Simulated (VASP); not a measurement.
Input of a VASP 6.6.1 run:

File INCAR:

```
  ALGO = Normal
  EDIFF = 1E-6
  ENCUT = 520
  ISIF = 2
  ISMEAR = -1
  LASPH = True
  LCHARG = False
  LREAL = False
  LWAVE = False
  NBANDS = 15
  NELM = 60
  PREC = Accurate
  SIGMA = 0.05
```

KPOINTS

```
k-points
0
Gamma
  9 9 5
```

POSCAR

```
Os
1.0
    2.7132888345      0.0000000000      0.0000000000
   -1.3566444173      2.3497770585      0.0000000000
    0.0000000000      0.0000000000      4.2933268075
Os
2
Direct
    0.3333333333      0.6666666667      0.2500000000
    0.6666666667      0.3333333333      0.7500000000
```

Potentials or basis: VASP PAW LDA potentials, release 64 (Os).

The run is started by

```sh
$ cat potpaw_LDA.64/Os/POTCAR > POTCAR
$ mpirun -np 1 vasp_std > vasp.out
```

Task: What does it give for the pressure?

Result: 1.1 GPa.

Task: Predict the band gap on the k mesh.

Result: Zero (band 8 reaches 11.82 eV, above the bottom of band 9 at 7.85 eV).

Stress tensor (GPa, compression positive):
```
1.12 0.00 0.00
0.00 1.12 0.00
0.00 0.00 0.95
```

Caveat: spin-orbit coupling is left out, which moves the levels of the heavy elements.
